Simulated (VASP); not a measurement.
**C: single point with r2SCAN**

Crystal: C.

```
CELL_PARAMETERS angstrom
0.00000 1.78014 1.78014
1.78014 0.00000 1.78014
1.78014 1.78014 0.00000
ATOMIC_POSITIONS crystal
C 0.50000 0.50000 0.50000
C 0.75000 0.75000 0.75000
```

```
Program             : VASP 6.6.1
Task                : single point
Functional          : r2SCAN
Potentials or basis : VASP PAW PBE potentials, release 64 (C_h)
Cutoff              : 910 eV
k mesh              : 12 × 12 × 12
Occupations         : gaussian, width 0.05 eV
Spin                : no spin polarisation
```

```json
{
 "Pressure": "-0.8 GPa",
 "Band gap on the k mesh": "4.39 eV (least direct gap 5.89 eV)"
}
```

Levels at points of the mesh, in eV from the valence-band top:
```csv
k point,band 1,band 2,band 3,band 4,band 5,band 6,band 7,band 8
"(0.00, 0.00, 0.00)",-22.74,0.00,0.00,0.00,5.89,5.89,5.89,13.98
"(0.50, 0.00, 0.00)",-16.77,-14.08,-2.98,-2.98,8.94,8.94,9.23,16.78
"(0.50, 0.50, 0.00)",-13.60,-13.60,-6.67,-6.67,5.04,5.04,18.00,18.00
```

Run time: 2.1 min on 1 thread of AMD EPYC 7R43 64-Core Processor (Zen 3), with other jobs on the host, peak memory 0.12 GiB.

Caveat: the cutoff is under 1.25 times the usual one of these potentials, so pressure, stress and relaxed cells hold a basis-set (Pulay) error; the PAW data sets were made with another functional, which shifts forces and pressure a little. r2SCAN opens gaps a little over a GGA but as a rule still falls short of measured ones.
